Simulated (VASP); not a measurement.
# Mg4H in VASP: a series of runs, part 2 of 2

VASP 6.6.1.

**4. Single point, PBE**

Contents of INCAR:

```
  PREC = Accurate
  ENCUT = 520
  EDIFF = 1E-7
  ISMEAR = 0
  SIGMA = 0.1
  LREAL = False
  LASPH = True
  NELM = 60
  ALGO = Normal
  ISIF = 2
  LWAVE = False
  LCHARG = False
  LDIPOL = True
  IDIPOL = 3
  DIPOL = 0.5 0.5 0.294
  GGA = PE
  NBANDS = 20
```

Contents of KPOINTS:

```
regular mesh
0
Gamma
  4 5 1
```

Contents of POSCAR:

```
Mg4H
1.0
    6.4201385733      0.0000000000      0.0000000000
    0.0000000000      5.1379129567      0.0000000000
    0.0000000000      0.0000000000     21.6644777330
Mg H
8 2
Direct
    0.0000000000      0.7500000000      0.1846340378
    0.5000000000      0.7500000000      0.1846340378
    0.2500000000      0.2500000000      0.2274076137
    0.7500000000      0.2500000000      0.2274076137
    0.2500000000      0.7500000000      0.3173234500
    0.7500000000      0.7500000000      0.3173234500
    0.0000000000      0.2500000000      0.3537808678
    0.5000000000      0.2500000000      0.3537808678
    0.6993780397      0.0833333333      0.3893229201
    0.8006219603      0.0833333333      0.3893229201
```

Potentials or basis: VASP PAW PBE potentials, release 64 (Mg, H).

Run with:

```console
$ cat potpaw_PBE.64/Mg/POTCAR potpaw_PBE.64/H/POTCAR > POTCAR
$ mpirun -np 1 vasp_std > vasp.out
```

OUTCAR:

```text
PREC = Accurate
   ENCUT = 520
   EDIFF = 1E-7
   ISMEAR = 0
   LREAL = False
   LASPH = True
   NELM = 60
   ISIF = 2
   GGA = PE

 ion  position               nearest neighbor table
   1  0.000  0.750  0.185-   3 3.17   4 3.17   3 3.17   4 3.17   2 3.21   2 3.21   6 3.29   5 3.29

   2  0.500  0.750  0.185-   3 3.17   4 3.17   3 3.17   4 3.17   1 3.21   1 3.21   6 3.29   5 3.29

   3  0.250  0.250  0.227-   1 3.17   2 3.17   1 3.17   2 3.17   7 3.17   8 3.17   4 3.21   4 3.21
                             5 3.22   5 3.22
   4  0.750  0.250  0.227-   1 3.17   2 3.17   1 3.17   2 3.17   7 3.17   8 3.17   3 3.21   3 3.21
                             6 3.22   6 3.22
   5  0.250  0.750  0.317-   7 3.13   8 3.13   7 3.13   8 3.13   6 3.21   6 3.21   3 3.22   3 3.22
                             1 3.29   2 3.29
   6  0.750  0.750  0.317-   7 3.13   8 3.13   7 3.13   8 3.13   5 3.21   5 3.21   4 3.22   4 3.22
                             1 3.29   2 3.29
   7  0.000  0.250  0.354-  10 1.72   9 2.25   5 3.13   6 3.13   5 3.13   6 3.13   3 3.17   4 3.17
                             8 3.21   8 3.21
   8  0.500  0.250  0.354-   9 1.72  10 2.25   5 3.13   6 3.13   5 3.13   6 3.13   3 3.17   4 3.17
                             7 3.21   7 3.21
   9  0.699  0.083  0.389-  10 0.65   8 1.72   7 2.25
  10  0.801  0.083  0.389-   9 0.65   7 1.72   8 2.25

  LATTYP: Found a simple orthorhombic cell.
 ALAT       =     5.1379129567
 B/A-ratio  =     1.2495615686
 C/A-ratio  =     4.2165910391

  Lattice vectors:

 A1 = (   0.0000000000,  -5.1379129567,   0.0000000000)
 A2 = (   6.4201385733,   0.0000000000,   0.0000000000)
 A3 = (   0.0000000000,   0.0000000000,  21.6644777330)

Analysis of symmetry for initial positions (statically):
=====================================================================
 Subroutine PRICEL returns:
 Original cell was already a primitive cell.

 Routine SETGRP: Setting up the symmetry group for a
 simple orthorhombic supercell.

 Subroutine GETGRP returns: Found  2 space group operations
[... 154 lines left out ...]
 maximum number of plane-waves:     19292
 NGX is ok and might be reduce to    48
   NGX = 23   NGY = 19   NGZ = 81

 dipolmoment           0.000000      0.000000      0.104480 electrons x Angstroem

 number of electron      17.9999998 magnetization

 dipolmoment           0.000000      0.000000     -0.027907 electrons x Angstroem

 Free energy of the ion-electron system (eV)
  ---------------------------------------------------
  ext. energy  EPLUGINS =         0.00000000
  ---------------------------------------------------
  free energy    TOTEN  =       -13.96130334 eV

  energy without entropy =      -13.92753736  energy(sigma->0) =      -13.94442035

 E-fermi :  -1.7781     XC(G=0):  -3.0764

 val. band max:       -1.7945634671   @ k =   0.2500   0.0000   0.0000
 cond. band min:      -1.7495750292   @ k =   0.0000   0.0000   0.0000
 fundamental gap:      0.0449884379
 Fermi energy:        -1.7781074680

 k-point     1 :       0.0000    0.0000    0.0000
  band No.  band energies     occupation
      1     -13.2928      2.00000
      2      -7.6932      2.00000
      3      -5.4244      2.00000
      4      -4.4022      2.00000
      5      -4.2259      2.00000
      6      -2.8806      2.00000
[... 196 lines left out ...]
     19       2.1499      0.00000
     20       2.3921      0.00000

------------------------ aborting loop because EDIFF is reached ----------------------------------------

 vacuum level on the upper side and lower side of the slab       (xc-potential included)        -0.094         0.056

  FORCE on cell =-STRESS in cart. coord.  units (eV):
  Direction    XX          YY          ZZ          XY          YZ          ZX
  --------------------------------------------------------------------------------------
  -------------------------------------------------------------------------------------
  Total        5.2986984      1.0931312      1.1049638      0.0000000     -1.2813129      0.0000000
  in kB       11.8795616      2.4507753      2.4773037      0.0000000     -2.8726745      0.0000000
  external PRESSURE =       5.6025469 kB  Pullay stress =       0.0000000 kB

 VOLUME and BASIS-vectors are now :
 -----------------------------------------------------------------------------
  energy-cutoff  :      520.00
  volume of cell :      714.63
      direct lattice vectors                 reciprocal lattice vectors
     6.420138573  0.000000000  0.000000000     0.155759878  0.000000000  0.000000000
     0.000000000  5.137912957  0.000000000     0.000000000  0.194631557  0.000000000
     0.000000000  0.000000000 21.664477733     0.000000000  0.000000000  0.046158509

 POSITION                                       TOTAL-FORCE (eV/Angst)
 -----------------------------------------------------------------------------------
      0.00000      3.85343      4.00000         0.036284      0.045379      0.199592
      3.21007      3.85343      4.00000        -0.036284      0.045379      0.199592
      1.60503      1.28448      4.92667         0.000000      0.031385     -0.143084
      4.81510      1.28448      4.92667         0.000000     -0.065757     -0.072186
      1.60503      3.85343      6.87465         0.000000      0.066963      0.047864
      4.81510      3.85343      6.87465         0.000000     -0.477367     -0.424176
      0.00000      1.28448      7.66448         1.614474      1.064547     -1.016847
      3.21007      1.28448      7.66448        -1.614474      1.064547     -1.016847
      4.49010      0.42816      8.43448        -5.557065     -0.887538      1.113046
      5.14010      0.42816      8.43448         5.557065     -0.887538      1.113046
 -----------------------------------------------------------------------------------
    total drift:                               -0.000000      0.000133      0.000225

  FREE ENERGIE OF THE ION-ELECTRON SYSTEM (eV)
  ---------------------------------------------------
  free  energy   TOTEN  =       -13.9613033428 eV

  energy  without entropy=      -13.9275373597  energy(sigma->0) =      -13.94442035

 vacuum level on the upper side and lower side of the slab         1.601         1.752
```

OSZICAR:

```text
N       E                     dE             d eps       ncg     rms          rms(c)
DAV:   1     0.462180002396E+02    0.46218E+02   -0.41053E+03   360   0.543E+02
DAV:   2    -0.107641991813E+02   -0.56982E+02   -0.53132E+02   504   0.893E+01
DAV:   3    -0.150946739379E+02   -0.43305E+01   -0.42347E+01   452   0.251E+01
[... 16 lines left out ...]
DAV:  20    -0.139612979795E+02   -0.13049E-05   -0.85731E-08   444   0.793E-04    0.255E-04
DAV:  21    -0.139613013585E+02   -0.33789E-05   -0.20161E-07   436   0.882E-04    0.123E-04
DAV:  22    -0.139613027164E+02   -0.13579E-05   -0.65092E-08   432   0.485E-04    0.617E-05
DAV:  23    -0.139613032769E+02   -0.56047E-06   -0.37142E-08   392   0.326E-04    0.235E-05
DAV:  24    -0.139613033428E+02   -0.65968E-07   -0.39288E-09   396   0.142E-04
   1 F= -.13961303E+02 E0= -.13944420E+02  d E =-.337660E-01
```

Run time: 3.7 min. Hardware: 1 thread of Intel Xeon 6975P-C (Granite Rapids), shared host; peak memory 0.64 GiB.

Results:

```
Free energy            : -13.9613 eV
Largest force          : 5.737 eV/Å
Band gap on the k mesh : zero (bands 9 and 10 overlap by 0.36 eV)
```

Forces in eV/Å, atoms in the order of the input:
```
Mg   0.036  0.045  0.200
Mg  -0.036  0.045  0.200
Mg   0.000  0.031 -0.143
Mg   0.000 -0.066 -0.072
Mg   0.000  0.067  0.048
Mg   0.000 -0.477 -0.424
Mg   1.614  1.065 -1.017
Mg  -1.614  1.065 -1.017
H   -5.557 -0.888  1.113
H    5.557 -0.888  1.113
```

Levels at points of the mesh, in eV from the Fermi level:
| k point | band 5 | band 6 | band 7 | band 8 | band 9 | band 10 | band 11 | band 12 | band 13 | band 14 |
| --- | --- | --- | --- | --- | --- | --- | --- | --- | --- | --- |
| (0.00, 0.00, 0.00) | -2.45 | -1.10 | -0.86 | -0.78 | -0.29 | 0.03 | 0.98 | 1.41 | 1.60 | 1.84 |
| (0.50, 0.00, 0.00) | -2.45 | -0.53 | -0.26 | -0.07 | 0.31 | 0.65 | 0.79 | 1.21 | 1.48 | 1.72 |

**5. Single point, PBE**

Contents of INCAR:

```
PREC = Accurate ; ENCUT = 520
EDIFF = 1E-7 ; ISMEAR = 0
SIGMA = 0.1 ; LREAL = F
LASPH = T ; NELM = 60
ALGO = Normal ; ISIF = 2
LWAVE = F ; LCHARG = F
LDIPOL = T ; IDIPOL = 3
DIPOL = 0.5 0.5 0.300 ; GGA = PE
NBANDS = 20
```

Contents of KPOINTS:

```
Automatic mesh
0
Gamma
  4 5 1
```

Changes to POSCAR since step 4:

```diff
@@ -16,3 +16,3 @@
     0.5000000000      0.2500000000      0.3537808678
-    0.6993780397      0.0833333333      0.3893229201
-    0.8006219603      0.0833333333      0.3893229201
+    0.6993780397      0.0833333333      0.4188643661
+    0.8006219603      0.0833333333      0.4188643661
```

Run with:

```console
$ cat potpaw_PBE.64/Mg/POTCAR potpaw_PBE.64/H/POTCAR > POTCAR
$ mpirun -np 1 vasp_std > vasp.out
```

Run time: 4.4 min. Hardware: 1 thread of Intel Xeon 6975P-C (Granite Rapids), shared host; peak memory 0.62 GiB.

The run converged. Its results:

| Item | Value |
| --- | --- |
| Free energy | -15.0535 eV |
| Largest force | 5.454 eV/Å |
| Band gap on the k mesh | zero (bands 9 and 10 overlap by 0.50 eV) |

Forces on the atoms (eV/Å):
```
Mg   0.136  0.007  0.173
Mg  -0.136  0.007  0.173
Mg   0.000  0.054 -0.214
Mg   0.000 -0.063  0.013
Mg   0.000  0.051  0.066
Mg   0.000 -0.224 -0.288
Mg   0.521  0.300 -0.571
Mg  -0.521  0.300 -0.571
H   -5.415 -0.217  0.609
H    5.415 -0.217  0.609
```

Levels at points of the mesh, in eV from the Fermi level:
```
           k point  band 7  band 8  band 9  band 10  band 11  band 12
(0.00, 0.00, 0.00)   -0.76   -0.50   -0.27    -0.10     1.08     1.59
(0.50, 0.00, 0.00)   -0.03    0.05    0.40     0.73     0.75     1.52
```

**6. Single point, PBE**

Contents of INCAR:

```
ALGO = Normal
DIPOL = 0.5 0.5 0.306
EDIFF = 1E-7
ENCUT = 520
GGA = PE
IDIPOL = 3
ISIF = 2
ISMEAR = 0
LASPH = True
LCHARG = False
LDIPOL = True
LREAL = False
LWAVE = False
NBANDS = 20
NELM = 100
PREC = Accurate
SIGMA = 0.1
```

Contents of KPOINTS:

```
k-points
0
Gamma
  4 5 1
```

Changes to POSCAR since step 5:

```diff
@@ -16,3 +16,3 @@
     0.5000000000      0.2500000000      0.3537808678
-    0.6993780397      0.0833333333      0.4188643661
-    0.8006219603      0.0833333333      0.4188643661
+    0.6993780397      0.0833333333      0.4484058122
+    0.8006219603      0.0833333333      0.4484058122
```

Potentials or basis: VASP PAW PBE potentials, release 64 (Mg, H).

Run with:

```console
$ cat potpaw_PBE.64/Mg/POTCAR potpaw_PBE.64/H/POTCAR > POTCAR
$ mpirun -np 1 vasp_std > vasp.out
```

Run time: 4.2 min. Hardware: 1 thread of Intel Xeon 6975P-C (Granite Rapids), shared host; peak memory 0.63 GiB.

Results (log left out):

- Free energy: -15.5979 eV
- Largest force: 5.050 eV/Å
- Band gap on the k mesh: zero (bands 9 and 10 overlap by 0.28 eV)

Forces on the atoms (eV/Å):
```
Mg   0.130 -0.004  0.195
Mg  -0.130 -0.004  0.195
Mg   0.000  0.036 -0.201
Mg   0.000 -0.039 -0.061
Mg   0.000  0.025  0.051
Mg   0.000 -0.064 -0.135
Mg   0.225  0.082 -0.293
Mg  -0.225  0.082 -0.293
H   -5.043 -0.058  0.270
H    5.043 -0.058  0.270
```

Levels at points of the mesh, in eV from the Fermi level:
```tsv
k point	band 7	band 8	band 9	band 10	band 11	band 12
(0.00, 0.00, 0.00)	-0.74	-0.46	-0.30	-0.07	1.16	1.67
(0.50, 0.00, 0.00)	0.03	0.10	0.15	0.75	0.79	1.66
```

**7. Overview**

| cell | gap on the mesh (eV) | largest force (eV/Å) |
| --- | --- | --- |
| as given, atomic positions A | none | 3.81 |
| as given, atomic positions B | none | 1.18 |
| as given, atomic positions C | none | 5.74 |
| as given, atomic positions D | none | 5.45 |
| as given, atomic positions E | none | 5.05 |

Alike in all rows: task single point; level PBE; potentials or basis VASP PAW PBE potentials, release 64 (Mg, H); no spin polarisation; k mesh 4 × 5 × 1; cutoff (eV) 520; smearing gaussian 0.1 eV.

Absolute energies hang on the potentials; compare differences alone.
